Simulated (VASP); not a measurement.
# SmPb2 (P6/mmm) in VASP: relaxation of cell and atoms with PBE

Aim: the relaxation of cell and atoms of SmPb2 with PBE.

All numbers are computed with VASP 6.6.1; they aren't measurements. Logs are shortened: lines on timing, memory, paths and dates and some standing lists are left out, and cuts for length are marked.

## 1. The cell of the first run

The structure is hexagonal, space group P6/mmm (No. 191). Conventional cell: a = 5.410 Å, b = 5.410 Å, c = 3.664 Å, α = 90.00°, β = 90.00°, γ = 120.00°. Sm (site symmetry 6/mmm) has 12 Pb at 3.62 Å and 2 Sm at 3.66 Å within 4.8 Å. Pb (site symmetry -6m2) has 5 Pb at 3.12 to 3.66 Å and 6 Sm at 3.62 Å within 4.1 Å.

The cell was generated, and may not be a known phase.

## 2. Relaxation of cell and atoms, PBE

The input, INCAR:

```
  PREC = Accurate
  ENCUT = 500
  EDIFF = 1E-7
  ISMEAR = 0
  SIGMA = 0.1
  LREAL = F
  LASPH = T
  NELM = 200
  ALGO = Normal
  ISIF = 3
  LWAVE = F
  LCHARG = F
  GGA = PE
  IBRION = 2
  NSW = 100
  EDIFFG = -0.01
  GGA_COMPAT = F
  NELMIN = 4
  LMAXMIX = 6
```

The input, KPOINTS:

```
regular mesh
0
Gamma
  12 12 12
```

The input, POSCAR:

```
SmPb2
1.0
    5.4103177131      0.0000000000      0.0000000000
   -2.7051588565      4.6854725821      0.0000000000
    0.0000000000      0.0000000000      3.6637725336
Sm Pb
1 2
Direct
    0.0000000000      0.0000000000      0.0000000000
    0.6666666667      0.3333333333      0.5000000000
    0.3333333333      0.6666666667      0.5000000000
```

Potentials or basis: VASP PAW PBE potentials, release 64 (Sm_3, Pb_d), 4f in core.

Started as:

```console
$ cat potpaw_PBE.64/Sm_3/POTCAR potpaw_PBE.64/Pb_d/POTCAR > POTCAR
$ mpirun -np 1 vasp_std > vasp.out
```

OUTCAR:

```text
PREC = Accurate
   ENCUT = 500
   EDIFF = 1E-7
   ISMEAR = 0
   LREAL = F
   LASPH = T
   NELM = 200
   ISIF = 3
   GGA = PE
   IBRION = 2
   NSW = 100
   EDIFFG = -0.01
   NELMIN = 4

 ion  position               nearest neighbor table
   1  0.000  0.000  0.000-   2 3.62   3 3.62   2 3.62   3 3.62   3 3.62   3 3.62   2 3.62   2 3.62
                             2 3.62   2 3.62   3 3.62   3 3.62
   2  0.667  0.333  0.500-   3 3.12   3 3.12   3 3.12   1 3.62   1 3.62   1 3.62   1 3.62   1 3.62
                             1 3.62
   3  0.333  0.667  0.500-   2 3.12   2 3.12   2 3.12   1 3.62   1 3.62   1 3.62   1 3.62   1 3.62
                             1 3.62

  LATTYP: Found a hexagonal cell.
 ALAT       =     5.4103177131
 C/A-ratio  =     0.6771825109

  Lattice vectors:

 A1 = (   5.4103177131,   0.0000000000,   0.0000000000)
 A2 = (  -2.7051588565,   4.6854725821,   0.0000000000)
 A3 = (   0.0000000000,   0.0000000000,   3.6637725336)

Analysis of symmetry for initial positions (statically):
=====================================================================
 Subroutine PRICEL returns:
 Original cell was already a primitive cell.

 Routine SETGRP: Setting up the symmetry group for a
 hexagonal supercell.

 Subroutine GETGRP returns: Found 24 space group operations
 (whereof 24 operations were pure point group operations)
 out of a pool of 24 trial point group operations.

The static configuration has the point symmetry D_6h.

Analysis of symmetry for dynamics (positions and initial velocities):
=====================================================================
 Subroutine PRICEL returns:
 Original cell was already a primitive cell.

 Routine SETGRP: Setting up the symmetry group for a
 hexagonal supercell.

 Subroutine GETGRP returns: Found 24 space group operations
 (whereof 24 operations were pure point group operations)
 out of a pool of 24 trial point group operations.

The dynamic configuration has the point symmetry D_6h.

 Subroutine INISYM returns: Found 24 space group operations
 (whereof 24 operations are pure point group operations),
 and found     1 'primitive' translations

----------------------------------------------------------------------------------------

                                     Primitive cell

  volume of cell :      92.8763

  direct lattice vectors                    reciprocal lattice vectors
     5.410317713  0.000000000  0.000000000     0.184832029  0.106712822  0.000000000
    -2.705158857  4.685472582  0.000000000     0.000000000  0.213425643  0.000000000
     0.000000000  0.000000000  3.663772534     0.000000000  0.000000000  0.272942709

  length of vectors
     5.410317713  5.410317713  3.663772534     0.213425643  0.213425643  0.272942709

  position of ions in fractional coordinates (direct lattice)
     0.000000000  0.000000000  0.000000000
     0.666666667  0.333333333  0.500000000
     0.333333333  0.666666667  0.500000000

  ion indices of the primitive-cell ions
   primitive index   ion index
                 1           1
                 2           2
                 3           3

----------------------------------------------------------------------------------------

 KPOINTS: regular mesh

Automatic generation of k-mesh.
 Grid dimensions read from file:
 generate k-points for:   12   12   12

 Generating k-lattice:

  Cartesian coordinates                     Fractional coordinates (reciprocal lattice)
     0.015402669  0.008892735  0.000000000     0.083333333  0.000000000  0.000000000
     0.000000000  0.017785470  0.000000000     0.000000000  0.083333333  0.000000000
     0.000000000  0.000000000  0.022745226     0.000000000  0.000000000  0.083333333

  Length of vectors
     0.017785470  0.017785470  0.022745226

  Shift w.r.t. Gamma in fractional coordinates (k-lattice)
     0.000000000  0.000000000  0.000000000

 Subroutine IBZKPT returns following result:
 ===========================================

 Found    133 irreducible k-points:

 Following reciprocal coordinates:
            Coordinates               Weight
  0.000000  0.000000  0.000000      1.000000
  0.083333  0.000000  0.000000      6.000000
  0.166667  0.000000  0.000000      6.000000
  0.250000  0.000000  0.000000      6.000000
  0.333333  0.000000  0.000000      6.000000
  0.416667  0.000000  0.000000      6.000000
[... 16 lines left out ...]
  0.250000  0.000000  0.083333     12.000000
  0.333333  0.000000  0.083333     12.000000
 [... further k-points ...]
   k-points           NKPTS =    133   k-points in BZ     NKDIM =    133   number of bands    NBANDS=     23
   number of dos      NEDOS =    301   number of ions     NIONS =      3
   total plane-waves  NPLWV =  44800
   dimension x,y,z NGX =    40 NGY =   40 NGZ =   28
   dimension x,y,z NGXF=    80 NGYF=   80 NGZF=   56
   ions per type =               1   2
   NGX,Y,Z   is equivalent  to a cutoff of  12.29, 12.29, 12.71 a.u.
   NGXF,Y,Z  is equivalent  to a cutoff of  24.58, 24.58, 25.41 a.u.
 SYSTEM =  unknown system
   PREC   = accura    normal or accurate (medium, high low for compatibility)
   ISTART =      0    job   : 0-new  1-cont  2-samecut
   ICHARG =      2    charge: 1-file 2-atom 10-const
   ISPIN  =      1    spin polarized calculation?
   LNONCOLLINEAR =      F non collinear calculations
   LSORBIT =      F    spin-orbit coupling
   LASPH  =      T    aspherical Exc in radial PAW
   ENCUT  =  500.0 eV  36.75 Ry    6.06 a.u.   9.86  9.86  6.68*2*pi/ulx,y,z
   NELM   =    200;   NELMIN=  4; NELMDL= -5     # of ELM steps
   EDIFF  = 0.1E-06   stopping-criterion for ELM
   LREAL  =      F    real-space projection
   EDIFFG = -.1E-01   stopping-criterion for IOM
   NSW    =    100    number of steps for IOM
   IBRION =      2    ionic relax: 0-MD 1-quasi-New 2-CG
   NFREE  =      1    steps in history (QN), initial steepest desc. (CG)
   ISIF   =      3    stress and relaxation
   ISYM   =      2    0-nonsym 1-usesym 2-fastsym
   POTIM  = 0.5000    time-step for ionic-motion
   TEBEG  =    0.0;   TEEND  =   0.0 temperature during run
   PSTRESS=    0.0 pullay stress
   NELECT =      39.0000    total number of electrons
   NUPDOWN=      -1.0000    fix difference up-down
   EMIN   =  10.00;   EMAX   =-10.00  energy-range for DOS
   EFERMI =   0.00;   METHOD = LEGACY
   ISMEAR =     0;   SIGMA  =   0.10  broadening in eV -4-tet -1-fermi 0-gaus
   EFERMI_NEDOS =   21; number of points for ismear=-14 and -15
   IALGO  =     38    algorithm
   IMIX   =      4    mixing-type and parameters
     AMIX     =   0.40;   BMIX     =  1.00
     AMIX_MAG =   1.60;   BMIX_MAG =  1.00
  volume/ion in A,a.u.               =      30.96       208.92
  Fermi-wavevector in a.u.,A,eV,Ry     =   1.225918  2.316649 20.447860  1.502875
  Thomas-Fermi vector in A             =   2.360938
   LORBIT       =      0    0 simple, 1 ext, 2 COOP (PROOUT), +10 PAW based schemes
   GGA     = PE    functional components
   LHFCALC =     F    Hartree Fock is set to
   AEXX    =    0.0000 exact exchange contribution
   IVDW    =     0    specifies the selected vdW correction
   LEPSILON=     F    determine dielectric tensor
   LRPA    =     F    only Hartree local field effects (RPA)
 conjugate gradient relaxation of ions
 non-spin polarized calculation
 Gauss-broadening in eV      SIGMA  =   0.10
  energy-cutoff  :      500.00
  volume of cell :       92.88
 maximum number of plane-waves:      2385
 NGX is ok and might be reduce to    40
   NGX = 19   NGY = 19   NGZ = 13

--------------------------------------- Ionic step        1  -------------------------------------------

 number of electron      39.0000000 magnetization

 Free energy of the ion-electron system (eV)
  ---------------------------------------------------
  ext. energy  EPLUGINS =         0.00000000
  ---------------------------------------------------
  free energy    TOTEN  =       -12.50388410 eV

  energy without entropy =      -12.49322978  energy(sigma->0) =      -12.49855694

------------------------ aborting loop because EDIFF is reached ----------------------------------------

  FORCE on cell =-STRESS in cart. coord.  units (eV):
  Direction    XX          YY          ZZ          XY          YZ          ZX
  --------------------------------------------------------------------------------------
  -------------------------------------------------------------------------------------
  Total        0.6282864      0.6282864     -0.6107698      0.0000000      0.0000000     -0.0000000
  in kB       10.8383591     10.8383591    -10.5361869      0.0000000      0.0000000     -0.0000000
  external PRESSURE =       3.7135105 kB  Pullay stress =       0.0000000 kB

 VOLUME and BASIS-vectors are now :
 -----------------------------------------------------------------------------
  energy-cutoff  :      500.00
  volume of cell :       92.88
      direct lattice vectors                 reciprocal lattice vectors
     5.410317713  0.000000000  0.000000000     0.184832029  0.106712822  0.000000000
    -2.705158857  4.685472582  0.000000000     0.000000000  0.213425643  0.000000000
     0.000000000  0.000000000  3.663772534     0.000000000  0.000000000  0.272942709
[... 149 lines left out ...]
 POSITION                                       TOTAL-FORCE (eV/Angst)
 -----------------------------------------------------------------------------------
      0.00000      0.00000      0.00000        -0.000000      0.000000      0.000000
      2.75992      1.59344      1.76081        -0.000000      0.000000      0.000000
     -0.00000      3.18688      1.76081         0.000000     -0.000000     -0.000000
 -----------------------------------------------------------------------------------
    total drift:                               -0.000000      0.000000      0.000000

  FREE ENERGIE OF THE ION-ELECTRON SYSTEM (eV)
  ---------------------------------------------------
  free  energy   TOTEN  =       -12.5293422321 eV

  energy  without entropy=      -12.5206823450  energy(sigma->0) =      -12.52501229

--------------------------------------- Ionic step        6  -------------------------------------------

 number of electron      39.0000003 magnetization

 Free energy of the ion-electron system (eV)
  ---------------------------------------------------
  ext. energy  EPLUGINS =         0.00000000
  ---------------------------------------------------
  free energy    TOTEN  =       -12.52944387 eV

  energy without entropy =      -12.52087703  energy(sigma->0) =      -12.52516045

 E-fermi :   6.0543     XC(G=0): -10.0962

 val. band max:        6.0494551054   @ k =   0.5000   0.0000   0.0000
 cond. band min:       6.0747320968   @ k =   0.1667   0.0000   0.2500
 fundamental gap:      0.0252769913
 Fermi energy:         6.0542984889

 k-point     1 :       0.0000    0.0000    0.0000
  band No.  band energies     occupation
      1     -35.8324      2.00000
      2     -15.2711      2.00000
      3     -15.2711      2.00000
      4     -14.8178      2.00000
      5     -10.9508      2.00000
      6     -10.8141      2.00000
[... 15 lines left out ...]
     22       8.9855      0.00000
     23       9.0998      0.00000
[... 575 lines left out ...]
      1     -35.8295      2.00000
      2     -15.2751      2.00000
      3     -15.2664      2.00000
      4     -14.8606      2.00000
      5     -10.9346      2.00000
      6     -10.8944      2.00000
[... 15 lines left out ...]
     22       7.7464      0.00000
     23       9.0542      0.00000

 [... further k-points ...]

------------------------ aborting loop because EDIFF is reached ----------------------------------------

  FORCE on cell =-STRESS in cart. coord.  units (eV):
  Direction    XX          YY          ZZ          XY          YZ          ZX
  --------------------------------------------------------------------------------------
  -------------------------------------------------------------------------------------
  Total        0.0048599      0.0048599     -0.0002230      0.0000000      0.0000000     -0.0000000
  in kB        0.0839427      0.0839427     -0.0038518      0.0000000      0.0000000     -0.0000000
  external PRESSURE =       0.0546779 kB  Pullay stress =       0.0000000 kB

 VOLUME and BASIS-vectors are now :
 -----------------------------------------------------------------------------
  energy-cutoff  :      500.00
  volume of cell :       92.76
      direct lattice vectors                 reciprocal lattice vectors
     5.511890973  0.000000000 -0.000000000     0.181425940  0.104746315  0.000000000
    -2.755945486  4.773437605  0.000000000    -0.000000000  0.209492630  0.000000000
    -0.000000000 -0.000000000  3.525546974     0.000000000  0.000000000  0.283643930

 POSITION                                       TOTAL-FORCE (eV/Angst)
 -----------------------------------------------------------------------------------
      5.51189      0.00000     -0.00000        -0.000000     -0.000000      0.000000
      2.75595      1.59115      1.76277        -0.000000      0.000000      0.000000
     -0.00000      3.18229      1.76277         0.000000     -0.000000     -0.000000
 -----------------------------------------------------------------------------------
    total drift:                               -0.000000      0.000000      0.000000

  FREE ENERGIE OF THE ION-ELECTRON SYSTEM (eV)
  ---------------------------------------------------
  free  energy   TOTEN  =       -12.5294438658 eV

  energy  without entropy=      -12.5208770277  energy(sigma->0) =      -12.52516045

 reached required accuracy - stopping structural energy minimisation
```

Wall time 11 min (1 thread of AMD EPYC 9R45 (Zen 5), shared host); peak memory 0.37 GiB.

Results:

```
Free energy                           : -12.5294 eV
Relaxed volume                        : 30.92 Å³/atom
Relaxed cell                          : a = 5.512 Å, b = 5.512 Å, c = 3.526 Å, α = 90.00°, β = 90.00°, γ = 120.00°
Space group after relaxing (to 0.1 Å) : P6/mmm (No. 191)
Energy gained by relaxing             : 8.5 meV/atom
Ionic steps                           : 6
Pressure after relaxing               : 0.0 GPa
Band gap on the k mesh                : zero (an odd number of electrons rules out a gap without spin polarisation)
```

Step by step:
```csv
step,energy change (eV),largest force (eV/Å),pressure (GPa),volume (Å³)
1,0.0000,0.0000,0.37,92.88
2,-0.0141,0.0000,-0.27,93.83
3,-0.0183,0.0000,-0.80,94.67
4,-0.0254,0.0000,-0.12,92.99
5,-0.0255,0.0000,-0.09,92.92
6,-0.0256,0.0000,0.01,92.76
```

Final structure:
```yaml
crystal:
  lattice:
    - [5.51189, 0.00000, 0.00000]
    - [-2.75595, 4.77344, 0.00000]
    - [0.00000, 0.00000, 3.52555]
  atoms:
    - { symbol: Sm, position: [0.00000, 0.00000, 0.00000] }
    - { symbol: Pb, position: [0.66667, 0.33333, 0.50000] }
    - { symbol: Pb, position: [0.33333, 0.66667, 0.50000] }
```

Levels at points of the mesh, in eV from the Fermi level:
```tsv
k point	band 16	band 17	band 18	band 19	band 20	band 21	band 22	band 23
(0.00, 0.00, 0.00)	-6.72	-2.98	-2.98	-0.93	0.72	0.72	2.93	3.05
(0.50, 0.00, 0.00)	-8.85	-2.93	-2.93	0.00	0.37	1.98	2.31	2.72
(0.00, 0.00, 0.50)	-5.16	-4.36	-0.97	-0.97	-0.63	-0.63	-0.03	0.97
(0.50, 0.00, 0.50)	-7.14	-2.81	-2.71	-2.53	-0.18	1.22	1.45	1.85
```

Caveat: spin-orbit coupling is left out, which moves the levels of the heavy elements; the 4f electrons are frozen in the core, so they carry no moment and show no levels.

The gap in the log of VASP goes by the Fermi energy; the results here count the filled bands.